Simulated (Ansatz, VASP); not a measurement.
# Two plane-wave programs on TiC

INCAR

```
SYSTEM = TiC
  PREC = Accurate
  ENCUT = 520
  EDIFF = 1E-6
  ISMEAR = 1
  SIGMA = 0.1
  LREAL = .False.
  LASPH = .True.
  NELM = 100
  ALGO = Normal
  ISIF = 2
  LWAVE = .False.
  LCHARG = .False.
  GGA = PS
  NBANDS = 15
```

File KPOINTS:

```
Automatic mesh
0
Gamma
  20 20 20
  0 0 0
```

Contents of POSCAR:

```
TiC
1.0
    0.0000000000      2.2249895759      2.0469904099
    2.2249895759      0.0000000000      2.0469904099
    2.2249895759      2.2249895759      0.0000000000
Ti C
1 1
Direct
    0.0000000000      0.0000000000      0.0000000000
    0.5000000000      0.5000000000      0.5000000000
```

Input for Ansatz:

```yaml
crystal:
  lattice:
    - [0.0, 2.2249895759, 2.0469904099]
    - [2.2249895759, 0.0, 2.0469904099]
    - [2.2249895759, 2.2249895759, 0.0]
  atoms:
    - { symbol: Ti, position: [0.0, 0.0, 0.0] }
    - { symbol: C, position: [0.5, 0.5, 0.5] }
basis:
  ecutwfc: 420
kpoints:
  mp_grid: { grid: [20, 20, 20] }
hamiltonian:
  xc: pbesol
scf:
  occupations: { method: cold, width: 0.1 }
output:
  forces: true
  stress: true
  eigenvalues: true
```

Alike in both runs: task single point; functional PBEsol; k mesh 20 × 20 × 20; no spin polarisation.

```csv
,VASP,Ansatz
version,VASP 6.6.1,Ansatz 0.2.0
potentials or method,"VASP PAW PBE potentials, release 64 (Ti_sv, C), cutoff 520 eV","scalar-relativistic, plane waves, PAW"
occupations,"methfessel-paxton of order 1, width 0.1 eV","cold, width 0.1 eV"
valence electrons in the cell,16,16
```

```tsv
	VASP	Ansatz	Ansatz less VASP
gap on the k mesh at the Fermi level (eV)	none	none	-
pressure (GPa)	-2.6	-2.8	-0.21
traceless stress, the component that is largest in VASP (GPa)	25.19	25.15	-0.037
```

VASP's potentials were made for PBE, not for PBEsol. A gap of «none» marks a metal or a gap that the smearing closes.
